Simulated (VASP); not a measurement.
# WSe2 (P6_3/mmc) in VASP: single point with PBE+U

Aim: the single point of WSe2 with PBE+U.

Program: VASP 6.6.1. These are calculated values, not measurements. Logs are shortened: lines on timing, memory, paths and dates and some standing lists are left out, and cuts for length are marked.

## 1. The cell of the first run

It takes space group P6_3/mmc (No. 194, hexagonal). The conventional cell has a = 3.290 Å, b = 3.290 Å, c = 12.970 Å, α = 90.00°, β = 90.00°, γ = 120.00°. W (site symmetry -6m2) has 6 Se at 2.53 Å and 6 W at 3.29 Å within 3.3 Å. Se (site symmetry 3m) has 3 W at 2.53 Å and 7 Se at 3.29 to 3.35 Å within 3.4 Å.

## 2. Single point, PBE+U, collinear spin

Contents of INCAR:

```
SYSTEM = WSe2
ALGO = Normal
EDIFF = 1E-6
ENCUT = 520
GGA = PE
ISIF = 2
ISMEAR = 0
ISPIN = 2
LASPH = .True.
LCHARG = .True.
LDAU = .True.
LDAUJ = 0 0
LDAUL = 2 -1
LDAUPRINT = 1
LDAUTYPE = 2
LDAUU = 1 0
LELF = .True.
LMAXMIX = 4
LORBIT = 11
LREAL = .False.
LVHAR = .True.
LWAVE = .False.
MAGMOM = 2 2 0 0 0 0
NBANDS = 39
NELM = 150
PREC = Accurate
SIGMA = 0.05
```

Contents of KPOINTS:

```
k-points
0
Gamma
  7 7 2
  0 0 0
```

Contents of POSCAR:

```
WSe2
1.0
    3.2899988200      0.0000000000      0.0000000000
   -1.6449994100      2.8492225500      0.0000000000
    0.0000000000      0.0000000000     12.9700014400
W Se
2 4
Direct
    0.3333333333      0.6666666667      0.2500000000
    0.6666666667      0.3333333333      0.7500000000
    0.3333333333      0.6666666667      0.6210000000
    0.6666666667      0.3333333333      0.1210000000
    0.3333333333      0.6666666667      0.8790000000
    0.6666666667      0.3333333333      0.3790000000
```

Potentials or basis: VASP PAW PBE potentials, release 64 (W_sv, Se).

Command:

```sh
cat potpaw_PBE.64/W_sv/POTCAR potpaw_PBE.64/Se/POTCAR > POTCAR
mpirun -np 1 vasp_std > vasp.out
```

OUTCAR:

```text
SYSTEM = WSe2
   EDIFF = 1E-6
   ENCUT = 520
   GGA = PE
   ISIF = 2
   ISMEAR = 0
   ISPIN = 2
   LASPH = .True.
   LORBIT = 11
   LREAL = .False.
   NELM = 150
   PREC = Accurate

 ion  position               nearest neighbor table
   1  0.333  0.667  0.250-   4 2.53   6 2.53   4 2.53   6 2.53   4 2.53   6 2.53
   2  0.667  0.333  0.750-   3 2.53   5 2.53   3 2.53   5 2.53   3 2.53   5 2.53
   3  0.333  0.667  0.621-   2 2.53   2 2.53   2 2.53
   4  0.667  0.333  0.121-   1 2.53   1 2.53   1 2.53
   5  0.333  0.667  0.879-   2 2.53   2 2.53   2 2.53
   6  0.667  0.333  0.379-   1 2.53   1 2.53   1 2.53

  LATTYP: Found a hexagonal cell.
 ALAT       =     3.2899988200
 C/A-ratio  =     3.9422510917

  Lattice vectors:

 A1 = (   3.2899988200,   0.0000000000,   0.0000000000)
 A2 = (  -1.6449994100,   2.8492225500,   0.0000000000)
 A3 = (   0.0000000000,   0.0000000000,  12.9700014400)

Analysis of symmetry for initial positions (statically):
=====================================================================
 Subroutine PRICEL returns:
 Original cell was already a primitive cell.

 Routine SETGRP: Setting up the symmetry group for a
 hexagonal supercell.

 Subroutine GETGRP returns: Found 24 space group operations
 (whereof 12 operations were pure point group operations)
 out of a pool of 24 trial point group operations.

The static configuration has the point symmetry D_3d.
 The point group associated with its full space group is D_6h.

Analysis of symmetry for dynamics (positions and initial velocities):
=====================================================================
 Subroutine PRICEL returns:
 Original cell was already a primitive cell.

 Routine SETGRP: Setting up the symmetry group for a
 hexagonal supercell.

 Subroutine GETGRP returns: Found 24 space group operations
 (whereof 12 operations were pure point group operations)
 out of a pool of 24 trial point group operations.

The dynamic configuration has the point symmetry D_3d.
 The point group associated with its full space group is D_6h.

Analysis of structural, dynamic, and magnetic symmetry:
=====================================================================
 Subroutine PRICEL returns:
 Original cell was already a primitive cell.

 Routine SETGRP: Setting up the symmetry group for a
 hexagonal supercell.

 Subroutine GETGRP returns: Found 24 space group operations
 (whereof 12 operations were pure point group operations)
 out of a pool of 24 trial point group operations.

The overall configuration has the point symmetry D_3d.
 The point group associated with its full space group is D_6h.

 Subroutine INISYM returns: Found 24 space group operations
 (whereof 12 operations are pure point group operations),
 and found     1 'primitive' translations

----------------------------------------------------------------------------------------

                                     Primitive cell

  volume of cell :     121.5800

  direct lattice vectors                    reciprocal lattice vectors
     3.289998820  0.000000000  0.000000000     0.303951477  0.175486467  0.000000000
    -1.644999410  2.849222550  0.000000000     0.000000000  0.350972935  0.000000000
     0.000000000  0.000000000 12.970001440     0.000000000  0.000000000  0.077100994

  length of vectors
[... 149 lines left out ...]
  o =  0.3387  v =  1.0000  0.0000  0.0000  0.0000  0.0000  0.0000  0.0000  0.0000  0.0000  0.0000      0.0000  0.0000  0.0000  0.0000  0.0000  0.0000  0.0000  0.0000  0.0000  0.0000
  o =  0.3387  v =  0.0000  0.0000  0.0000  0.0000  1.0000  0.0000  0.0000  0.0000  0.0000  0.0000      0.0000  0.0000  0.0000  0.0000  0.0000  0.0000  0.0000  0.0000  0.0000  0.0000
  o =  0.3387  v =  0.0000  0.0000  0.0000  0.0000  0.0000  1.0000  0.0000  0.0000  0.0000  0.0000      0.0000  0.0000  0.0000  0.0000  0.0000  0.0000  0.0000  0.0000  0.0000  0.0000
  o =  0.3387  v =  0.0000  0.0000  0.0000  0.0000  0.0000  0.0000 -0.0000  0.0000 -0.0000  1.0000      0.0000  0.0000  0.0000  0.0000  0.0000  0.0000  0.0000  0.0000  0.0000  0.0000
  o =  0.3584  v =  0.0000  0.0000 -1.0000 -0.0000  0.0000  0.0000  0.0000  0.0000  0.0000  0.0000      0.0000  0.0000  0.0000  0.0000  0.0000  0.0000  0.0000  0.0000  0.0000  0.0000
  o =  0.3584  v =  0.0000  0.0000  0.0000  0.0000  0.0000  0.0000  0.0000  1.0000 -0.0000 -0.0000      0.0000  0.0000  0.0000  0.0000  0.0000  0.0000  0.0000  0.0000  0.0000  0.0000

atom =   2  type =  1  l = 2

 onsite density matrix

spin component  1

  0.3387  0.0000 -0.0000  0.0000  0.0000
  0.0000  0.3339  0.0000 -0.0000  0.0000
 -0.0000  0.0000  0.3584  0.0000 -0.0000
  0.0000 -0.0000  0.0000  0.3339 -0.0000
  0.0000  0.0000 -0.0000 -0.0000  0.3387

spin component  2

  0.3387 -0.0000 -0.0000 -0.0000  0.0000
 -0.0000  0.3340 -0.0000 -0.0000 -0.0000
 -0.0000 -0.0000  0.3584 -0.0000 -0.0000
 -0.0000 -0.0000 -0.0000  0.3340  0.0000
  0.0000 -0.0000 -0.0000  0.0000  0.3387

 occupancies and eigenvectors

  o =  0.3339  v =  0.0000 -1.0000 -0.0000  0.0000  0.0000  0.0000  0.0000  0.0000  0.0000  0.0000      0.0000  0.0000  0.0000  0.0000  0.0000  0.0000  0.0000  0.0000  0.0000  0.0000
  o =  0.3339  v =  0.0000 -0.0000 -0.0000 -1.0000  0.0000  0.0000  0.0000  0.0000  0.0000  0.0000      0.0000  0.0000  0.0000  0.0000  0.0000  0.0000  0.0000  0.0000  0.0000  0.0000
  o =  0.3340  v =  0.0000  0.0000  0.0000  0.0000  0.0000  0.0000  1.0000  0.0000 -0.0000  0.0000      0.0000  0.0000  0.0000  0.0000  0.0000  0.0000  0.0000  0.0000  0.0000  0.0000
  o =  0.3340  v =  0.0000  0.0000  0.0000  0.0000  0.0000  0.0000 -0.0000  0.0000 -1.0000 -0.0000      0.0000  0.0000  0.0000  0.0000  0.0000  0.0000  0.0000  0.0000  0.0000  0.0000
  o =  0.3387  v =  1.0000  0.0000  0.0000  0.0000  0.0000  0.0000  0.0000  0.0000  0.0000  0.0000      0.0000  0.0000  0.0000  0.0000  0.0000  0.0000  0.0000  0.0000  0.0000  0.0000
  o =  0.3387  v =  0.0000  0.0000  0.0000  0.0000  1.0000  0.0000  0.0000  0.0000  0.0000  0.0000      0.0000  0.0000  0.0000  0.0000  0.0000  0.0000  0.0000  0.0000  0.0000  0.0000
  o =  0.3387  v =  0.0000  0.0000  0.0000  0.0000  0.0000  1.0000  0.0000  0.0000  0.0000  0.0000      0.0000  0.0000  0.0000  0.0000  0.0000  0.0000  0.0000  0.0000  0.0000  0.0000
  o =  0.3387  v =  0.0000  0.0000  0.0000  0.0000  0.0000  0.0000 -0.0000  0.0000 -0.0000  1.0000      0.0000  0.0000  0.0000  0.0000  0.0000  0.0000  0.0000  0.0000  0.0000  0.0000
  o =  0.3584  v =  0.0000  0.0000 -1.0000  0.0000  0.0000  0.0000  0.0000  0.0000  0.0000  0.0000      0.0000  0.0000  0.0000  0.0000  0.0000  0.0000  0.0000  0.0000  0.0000  0.0000
  o =  0.3584  v =  0.0000  0.0000  0.0000  0.0000  0.0000  0.0000 -0.0000  1.0000 -0.0000 -0.0000      0.0000  0.0000  0.0000  0.0000  0.0000  0.0000  0.0000  0.0000  0.0000  0.0000

 number of electron      51.9999991 magnetization       0.0005520

 Free energy of the ion-electron system (eV)
  ---------------------------------------------------
  ext. energy  EPLUGINS =         0.00000000
  ---------------------------------------------------
  free energy    TOTEN  =       -40.88025691 eV

  energy without entropy =      -40.88025691  energy(sigma->0) =      -40.88025691

 E-fermi :   6.5670     XC(G=0): -10.7567

 val. band max:        6.3087281391   @ k =   0.0000   0.0000   0.0000
 cond. band min:       7.4129643463   @ k =   0.1429   0.1429   0.0000
 fundamental gap:      1.1042362073
 Fermi energy:         6.5669930973

 spin component 1

 k-point     1 :       0.0000    0.0000    0.0000
  band No.  band energies     occupation
      1     -68.1810      1.00000
      2     -68.1810      1.00000
      3     -32.4145      1.00000
      4     -32.4145      1.00000
      5     -32.2953      1.00000
      6     -32.2953      1.00000
[... 645 lines left out ...]
     37      13.1114      0.00000
     38      13.1114      0.00000
 Fermi energy:         6.5669930973

 spin component 2

 k-point     1 :       0.0000    0.0000    0.0000
  band No.  band energies     occupation
      1     -68.1808      1.00000
      2     -68.1808      1.00000
      3     -32.4144      1.00000
      4     -32.4143      1.00000
      5     -32.2952      1.00000
      6     -32.2952      1.00000
[... 645 lines left out ...]
     37      13.1115      0.00000
     38      13.1115      0.00000
 [bands above 38 left out]

------------------------ aborting loop because EDIFF is reached ----------------------------------------

  FORCE on cell =-STRESS in cart. coord.  units (eV):
  Direction    XX          YY          ZZ          XY          YZ          ZX
  --------------------------------------------------------------------------------------
  -------------------------------------------------------------------------------------
  Total        3.2331794      3.2331794      4.1670122      0.0000000      0.0000000     -0.0000000
  in kB       42.6067346     42.6067344     54.9127523      0.0000000      0.0000000     -0.0000000
  external PRESSURE =      46.7087404 kB  Pullay stress =       0.0000000 kB

 VOLUME and BASIS-vectors are now :
 -----------------------------------------------------------------------------
  energy-cutoff  :      520.00
  volume of cell :      121.58
      direct lattice vectors                 reciprocal lattice vectors
     3.289998820  0.000000000  0.000000000     0.303951477  0.175486467  0.000000000
    -1.644999410  2.849222550  0.000000000     0.000000000  0.350972935  0.000000000
     0.000000000  0.000000000 12.970001440     0.000000000  0.000000000  0.077100994

 POSITION                                       TOTAL-FORCE (eV/Angst)
 -----------------------------------------------------------------------------------
     -0.00000      1.89948      3.24250         0.000000      0.000000     -0.000000
      1.64500      0.94974      9.72750        -0.000000     -0.000000     -0.000000
     -0.00000      1.89948      8.05437         0.000000     -0.000000     -0.297601
      1.64500      0.94974      1.56937        -0.000000     -0.000000     -0.297601
     -0.00000      1.89948     11.40063         0.000000      0.000000      0.297601
      1.64500      0.94974      4.91563        -0.000000      0.000000      0.297601
 -----------------------------------------------------------------------------------
    total drift:                               -0.000000      0.000000     -0.000000

  FREE ENERGIE OF THE ION-ELECTRON SYSTEM (eV)
  ---------------------------------------------------
  free  energy   TOTEN  =       -40.8802569137 eV

  energy  without entropy=      -40.8802569137  energy(sigma->0) =      -40.88025691

 total charge

# of ion       s       p       d       tot
------------------------------------------
    1        2.314   6.283   3.355  11.952
    2        2.314   6.283   3.355  11.952
    3        1.476   2.359   0.072   3.907
    4        1.476   2.359   0.072   3.907
    5        1.476   2.359   0.072   3.907
    6        1.476   2.359   0.072   3.907
--------------------------------------------------
tot         10.533  22.003   6.996  39.532

 magnetization (x)

# of ion       s       p       d       tot
------------------------------------------
    1       -0.000   0.000  -0.000  -0.000
    2       -0.000   0.000  -0.000  -0.000
    3       -0.000  -0.000   0.000  -0.000
    4       -0.000  -0.000   0.000  -0.000
    5       -0.000  -0.000   0.000  -0.000
    6       -0.000  -0.000   0.000  -0.000
--------------------------------------------------
tot         -0.000  -0.000  -0.000  -0.000
```

Wall time 4.6 min (1 thread of Intel Xeon 8259CL, shared host); peak memory 0.33 GiB.

Results:

| Item | Value |
| --- | --- |
| Free energy | -40.8803 eV |
| Pressure | 4.7 GPa |
| Largest force | 0.298 eV/Å |
| Band gap on the k mesh | 1.10 eV (least direct gap 1.97 eV) |
| Net moment | 0.00 μB per cell |
| Valence electrons inside the program's atomic spheres | W 11.95; Se 3.91 |

Forces on the atoms (eV/Å):
```
W    0.000  0.000  0.000
W    0.000  0.000  0.000
Se   0.000  0.000 -0.298
Se   0.000  0.000 -0.298
Se   0.000  0.000  0.298
Se   0.000  0.000  0.298
```

Eigenvalues of the final occupation matrices:
| site | spin | trace | eigenvalues |
| --- | --- | --- | --- |
| site 1 d | 1 | 1.70 | 0.33 0.33 0.34 0.34 0.36 |
| site 1 d | 2 | 1.70 | 0.33 0.33 0.34 0.34 0.36 |
| site 2 d | 1 | 1.70 | 0.33 0.33 0.34 0.34 0.36 |
| site 2 d | 2 | 1.70 | 0.33 0.33 0.34 0.34 0.36 |

Caveat: the cell stands under pressure; spin-orbit coupling is left out, which moves the levels of the heavy elements; this functional lacks dispersion, which binds layers or chains, so the pressure and a relaxed spacing across them are unreliable. A k mesh can miss the band edges.
